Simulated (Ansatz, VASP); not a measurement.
# In2SbAs in VASP and in Ansatz

```
As In Sb
1.0
     4.53950    0.00000    0.00000
     0.00000    4.53950    0.00000
     0.00000    0.00000    6.40515
As In Sb
1 2 1
Direct
  0.00000 0.00000 0.00000
  0.00000 0.50000 0.76653
  0.50000 0.00000 0.23347
  0.50000 0.50000 0.50000
```

Alike in both runs: task single point; functional PBE; k mesh 6 × 6 × 4; occupations fermi-dirac, width 0.02 eV; no spin polarisation.

```csv
,VASP,Ansatz
version,VASP 6.6.1,Ansatz 0.2.0
potentials or method,"VASP PAW PBE potentials, release 64 (As, In_d, Sb)","plane waves, PAW"
plane-wave cutoff (eV),520,420
valence electrons in the cell,36,56
```

|  | VASP | Ansatz | Ansatz less VASP |
| --- | --- | --- | --- |
| pressure (GPa) | 0.0 | 0.0 | 0.00 |

VASP's potentials hold 36 valence electrons a cell and Ansatz's 56, so a difference there can come from the potentials and not from the codes.

Neither program's run includes spin-orbit coupling.
